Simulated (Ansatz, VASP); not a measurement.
**One calculation of SiC, two programs**

```
Si C
1.0
     0.00000    2.36172    1.84214
     2.36172    0.00000    1.84214
     2.36172    2.36172    0.00000
Si C
1 1
Direct
  0.00000 0.00000 0.00000
  0.75000 0.75000 0.75000
```

Alike in both runs: task single point; functional PBE; k mesh 4 × 4 × 4; occupations gaussian, width 0.05 eV; no spin polarisation.

```csv
,VASP,Ansatz
version,VASP 6.6.1,Ansatz 0.2.0
potentials or method,"VASP PAW PBE potentials, release 64 (Si, C), cutoff 520 eV","scalar-relativistic, plane waves, PAW"
valence electrons in the cell,8,8
```

|  | VASP | Ansatz | Ansatz less VASP |
| --- | --- | --- | --- |
| gap on the k mesh at the Fermi level (eV) | none | none | - |
| pressure (GPa) | -0.8 | -0.8 | +0.02 |
| traceless stress, the component that is largest in VASP (GPa) | 24.94 | 24.86 | -0.081 |

A gap of «none» marks a metal or a gap that the smearing closes.

The k mesh is coarse, so the values compare programs but aren't converged.
